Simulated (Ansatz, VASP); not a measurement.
One calculation of CoW3, two programs

INCAR

```
SYSTEM = CoW3
PREC = Accurate
ENCUT = 600
EDIFF = 1E-6
ISMEAR = -1
SIGMA = 0.05
LREAL = .False.
LASPH = .True.
NELM = 200
ALGO = Normal
ISIF = 2
LWAVE = .False.
LCHARG = .False.
ISPIN = 2
MAGMOM = 0 0 0 4
LORBIT = 11
NUPDOWN = 4.0
LMAXMIX = 4
GGA = PS
NBANDS = 38
GGA_COMPAT = .False.
```

Contents of KPOINTS:

```
regular mesh
0
Gamma
  6 6 6
  0 0 0
```

The input POSCAR:

```
CoW3
1.0
    3.9073510000      0.0000000000      0.0000000000
    0.0000000000      3.9073510000      0.0000000000
    0.0000000000      0.0000000000      3.9073510000
W Co
3 1
Direct
    0.5000000000      0.5000000000      0.0000000000
    0.5000000000      0.0000000000      0.5000000000
    0.0000000000      0.5000000000      0.5000000000
    0.0000000000      0.0000000000      0.0000000000
```

input.yaml

```yaml
crystal:
  lattice:
    - [3.907351, 0.0, 0.0]
    - [0.0, 3.907351, 0.0]
    - [0.0, 0.0, 3.907351]
  atoms:
    - { symbol: W, position: [0.5, 0.5, 0.0] }
    - { symbol: W, position: [0.5, 0.0, 0.5] }
    - { symbol: W, position: [0.0, 0.5, 0.5] }
    - { symbol: Co, position: [0.0, 0.0, 0.0], spin: 4.0 }
hamiltonian:
  xc: pbesol
  pseudopotentials: { kind: paw }
magnetization:
  spin_polarized: true
  initial_magnetization: 4.0
  spin_locking: { lock_magnetization: hard }
kpoints:
  mp_grid: { grid: [6, 6, 6] }
scf:
  occupations: { method: fermi_dirac, width: 0.05 }
  lower_state_search: "off"
output:
  forces: true
  stress: true
  eigenvalues: true
```

Alike in both runs: task single point; functional PBEsol; k mesh 6 × 6 × 6; occupations fermi-dirac, width 0.05 eV; collinear spin; fixed moment 4 μB.

|  | VASP | Ansatz |
| --- | --- | --- |
| version | VASP 6.6.1 | Ansatz 0.2.0 |
| potentials or method | VASP PAW PBE potentials, release 64 (W_sv, Co) | Ansatz PAW |
| plane-wave cutoff (eV) | 600 | 420 |
| valence electrons in the cell | 51 | 59 |

Ansatz gave:

- pressure (GPa): -2.6
- net moment per atom (μB): 1.00
- size of the moment on the site where the two differ most (μB): 0.57

Question: What did VASP give for the same quantities?

Answer: Pressure (GPa): -2.1; net moment per atom (μB): 1.00; size of the moment on the site where the two differ most (μB): 0.62.

VASP's potentials were made for PBE, not for PBEsol. Site moments also hang on the region over which each program counts them. VASP's potentials hold 51 valence electrons a cell and Ansatz's 59, so a difference there can come from the potentials and not from the codes.

Neither program's run includes spin-orbit coupling.
